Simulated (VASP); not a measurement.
# TiPb (P4/mmm) in VASP: single point with r2SCAN

Aim: the single point of TiPb with r2SCAN.

All numbers are computed with VASP 6.6.1; they aren't measurements. Logs are shortened: lines on timing, memory, paths and dates and some standing lists are left out, and cuts for length are marked.

## 1. The cell of the first run

Symmetry: P4/mmm, No. 123, tetragonal system. The conventional cell has a = 3.148 Å, b = 3.148 Å, c = 4.027 Å, α = 90.00°, β = 90.00°, γ = 90.00°. Within 4.1 Å of Ti (site symmetry 4/mmm) lie 8 Pb at 3.00 Å and 6 Ti at 3.15 to 4.03 Å. Within 4.1 Å of Pb (site symmetry 4/mmm) lie 8 Ti at 3.00 Å and 6 Pb at 3.15 to 4.03 Å.

## 2. Single point, r2SCAN

Contents of POSCAR:

```
TiPb
1.0
    3.1479759021      0.0000000000      0.0000000000
    0.0000000000      3.1479759021      0.0000000000
    0.0000000000      0.0000000000      4.0267715618
Ti Pb
1 1
Direct
    0.5000000000      0.5000000000      0.5000000000
    0.0000000000      0.0000000000      0.0000000000
```

Contents of INCAR.step1:

```
PREC = Accurate
ENCUT = 520
ISMEAR = -1
SIGMA = 0.1
LREAL = F
LASPH = T
NELM = 100
NBANDS = 20
GGA = PE
ALGO = Normal
EDIFF = 1E-4
LWAVE = T
LCHARG = F
```

Contents of INCAR.step2:

```
PREC = Accurate
ENCUT = 520
EDIFF = 1E-6
ISMEAR = -1
SIGMA = 0.1
LREAL = F
LASPH = T
NELM = 100
ALGO = Normal
ISIF = 2
LWAVE = F
LCHARG = F
METAGGA = R2SCAN
LMIXTAU = T
NBANDS = 20
ISTART = 1
```

Contents of KPOINTS:

```
regular mesh
0
Gamma
  8 8 7
```

Potentials or basis: VASP PAW PBE potentials, release 64 (Ti_sv, Pb_d).

Launch:

```console
cat potpaw_PBE.64/Ti_sv/POTCAR potpaw_PBE.64/Pb_d/POTCAR > POTCAR
cp INCAR.step1 INCAR
mpirun -np 1 vasp_std > vasp.out
cp INCAR.step2 INCAR
mpirun -np 1 vasp_std > vasp.out
```

OUTCAR:

```text
PREC = Accurate
   ENCUT = 520
   EDIFF = 1E-6
   ISMEAR = -1
   LREAL = F
   LASPH = T
   NELM = 100
   ISIF = 2
   METAGGA = R2SCAN
   ISTART = 1

 ion  position               nearest neighbor table
   1  0.500  0.500  0.500-   2 3.00   2 3.00   2 3.00   2 3.00   2 3.00   2 3.00   2 3.00   2 3.00

   2  0.000  0.000  0.000-   1 3.00   1 3.00   1 3.00   1 3.00   1 3.00   1 3.00   1 3.00   1 3.00

  LATTYP: Found a simple tetragonal cell.
 ALAT       =     3.1479759021
 C/A-ratio  =     1.2791621305

  Lattice vectors:

 A1 = (   3.1479759021,   0.0000000000,   0.0000000000)
 A2 = (   0.0000000000,   3.1479759021,   0.0000000000)
 A3 = (   0.0000000000,   0.0000000000,   4.0267715618)

Analysis of symmetry for initial positions (statically):
=====================================================================
 Subroutine PRICEL returns:
 Original cell was already a primitive cell.

 Routine SETGRP: Setting up the symmetry group for a
 simple tetragonal supercell.

 Subroutine GETGRP returns: Found 16 space group operations
 (whereof 16 operations were pure point group operations)
 out of a pool of 16 trial point group operations.

The static configuration has the point symmetry D_4h.

Analysis of symmetry for dynamics (positions and initial velocities):
=====================================================================
 Subroutine PRICEL returns:
 Original cell was already a primitive cell.

 Routine SETGRP: Setting up the symmetry group for a
 simple tetragonal supercell.

 Subroutine GETGRP returns: Found 16 space group operations
 (whereof 16 operations were pure point group operations)
 out of a pool of 16 trial point group operations.

The dynamic configuration has the point symmetry D_4h.

 Subroutine INISYM returns: Found 16 space group operations
 (whereof 16 operations are pure point group operations),
 and found     1 'primitive' translations

----------------------------------------------------------------------------------------

                                     Primitive cell

  volume of cell :      39.9043

  direct lattice vectors                    reciprocal lattice vectors
     3.147975902  0.000000000  0.000000000     0.317664439  0.000000000  0.000000000
     0.000000000  3.147975902  0.000000000     0.000000000  0.317664439  0.000000000
[... 79 lines left out ...]
   ISPIN  =      1    spin polarized calculation?
   LNONCOLLINEAR =      F non collinear calculations
   LSORBIT =      F    spin-orbit coupling
   LASPH  =      T    aspherical Exc in radial PAW
   ENCUT  =  520.0 eV  38.22 Ry    6.18 a.u.   5.85  5.85  7.49*2*pi/ulx,y,z
   NELM   =    100;   NELMIN=  2; NELMDL=  0     # of ELM steps
   EDIFF  = 0.1E-05   stopping-criterion for ELM
   LREAL  =      F    real-space projection
   EDIFFG = 0.1E-04   stopping-criterion for IOM
   NSW    =      0    number of steps for IOM
   IBRION =     -1    ionic relax: 0-MD 1-quasi-New 2-CG
   NFREE  =      0    steps in history (QN), initial steepest desc. (CG)
   ISIF   =      2    stress and relaxation
   ISYM   =      2    0-nonsym 1-usesym 2-fastsym
   POTIM  = 0.5000    time-step for ionic-motion
   TEBEG  =    0.0;   TEEND  =   0.0 temperature during run
   PSTRESS=    0.0 pullay stress
   NELECT =      26.0000    total number of electrons
   NUPDOWN=      -1.0000    fix difference up-down
   EMIN   =  10.00;   EMAX   =-10.00  energy-range for DOS
   EFERMI =   0.00;   METHOD = LEGACY
   ISMEAR =    -1;   SIGMA  =   0.10  broadening in eV -4-tet -1-fermi 0-gaus
   EFERMI_NEDOS =   21; number of points for ismear=-14 and -15
   IALGO  =     38    algorithm
   IMIX   =      4    mixing-type and parameters
     AMIX     =   0.40;   BMIX     =  1.00
     AMIX_MAG =   1.60;   BMIX_MAG =  1.00
  volume/ion in A,a.u.               =      19.95       134.64
  Fermi-wavevector in a.u.,A,eV,Ry     =   1.419251  2.681996 27.405871  2.014275
  Thomas-Fermi vector in A             =   2.540292
   LORBIT       =      0    0 simple, 1 ext, 2 COOP (PROOUT), +10 PAW based schemes
   METAGGA = R2SCAN    functional components
   LHFCALC =     F    Hartree Fock is set to
   AEXX    =    0.0000 exact exchange contribution
   IVDW    =     0    specifies the selected vdW correction
   LEPSILON=     F    determine dielectric tensor
   LRPA    =     F    only Hartree local field effects (RPA)
 non-spin polarized calculation
  energy-cutoff  :      520.00
  volume of cell :       39.90
 maximum number of plane-waves:      1100
 NGX is ok and might be reduce to    24
   NGX = 11   NGY = 11   NGZ = 15

 number of electron      25.9999996 magnetization

 Free energy of the ion-electron system (eV)
  ---------------------------------------------------
  ext. energy  EPLUGINS =         0.00000000
  ---------------------------------------------------
  free energy    TOTEN  =       -69.04342138 eV

  energy without entropy =      -68.98840247  energy(sigma->0) =      -69.01591193

 E-fermi :  10.2099     XC(G=0): -12.5938

 val. band max:       10.2042846758   @ k =   0.3750   0.2500   0.4286
 cond. band min:      10.2544787691   @ k =   0.2500   0.2500   0.2857
 fundamental gap:      0.0501940933
 Fermi energy:        10.2099115093

 k-point     1 :       0.0000    0.0000    0.0000
  band No.  band energies     occupation
      1     -49.4518      2.00000
      2     -24.8318      2.00000
      3     -24.5399      2.00000
      4     -24.5399      2.00000
      5      -8.1448      2.00000
      6      -7.8092      2.00000
[... 541 lines left out ...]
     19      17.1062      0.00000
     20      18.3953      0.00000

 [... further k-points ...]

------------------------ aborting loop because EDIFF is reached ----------------------------------------

  FORCE on cell =-STRESS in cart. coord.  units (eV):
  Direction    XX          YY          ZZ          XY          YZ          ZX
  --------------------------------------------------------------------------------------
  -------------------------------------------------------------------------------------
  Total        1.3271092      1.3271092      1.3248755      0.0000000     -0.0000000     -0.0000000
  in kB       53.2840771     53.2840771     53.1943927      0.0000000     -0.0000000     -0.0000000
  external PRESSURE =      53.2541823 kB  Pullay stress =       0.0000000 kB

 VOLUME and BASIS-vectors are now :
 -----------------------------------------------------------------------------
  energy-cutoff  :      520.00
  volume of cell :       39.90
      direct lattice vectors                 reciprocal lattice vectors
     3.147975902  0.000000000  0.000000000     0.317664439  0.000000000  0.000000000
     0.000000000  3.147975902  0.000000000     0.000000000  0.317664439  0.000000000
     0.000000000  0.000000000  4.026771562     0.000000000  0.000000000  0.248337902

 POSITION                                       TOTAL-FORCE (eV/Angst)
 -----------------------------------------------------------------------------------
      1.57399      1.57399      2.01339         0.000000      0.000000      0.000000
      0.00000      0.00000      0.00000         0.000000      0.000000      0.000000
 -----------------------------------------------------------------------------------
    total drift:                                0.000000      0.000000     -0.000000

  FREE ENERGIE OF THE ION-ELECTRON SYSTEM (eV)
  ---------------------------------------------------
  free  energy   TOTEN  =       -69.0434213839 eV

  energy  without entropy=      -68.9884024748  energy(sigma->0) =      -69.01591193
```

It took 2.4 min on 1 thread of Intel Xeon 8259CL, shared host; peak memory 0.19 GiB.

What came out:

```yaml
Free_energy: -69.0434 eV
Pressure: 5.3 GPa
Band_gap_on_the_k_mesh: zero (bands 13 and 14 overlap by 0.54 eV)
```

Levels at points of the mesh, in eV from the Fermi level:
```tsv
k point	band 9	band 10	band 11	band 12	band 13	band 14	band 15	band 16	band 17	band 18
(0.00, 0.00, 0.00)	-17.61	-12.95	-1.59	-1.35	-1.19	1.40	1.40	2.21	4.49	4.49
(0.50, 0.00, 0.00)	-17.57	-9.64	-6.37	-2.20	-0.97	0.70	1.38	2.71	5.04	6.20
(0.50, 0.50, 0.00)	-17.31	-7.25	-3.22	-3.22	-0.48	0.14	0.14	1.52	2.52	4.19
```

Caveat: the cell stands under pressure; the PAW data sets were made with another functional, which shifts forces and pressure a little; spin-orbit coupling is left out, which moves the levels of the heavy elements.
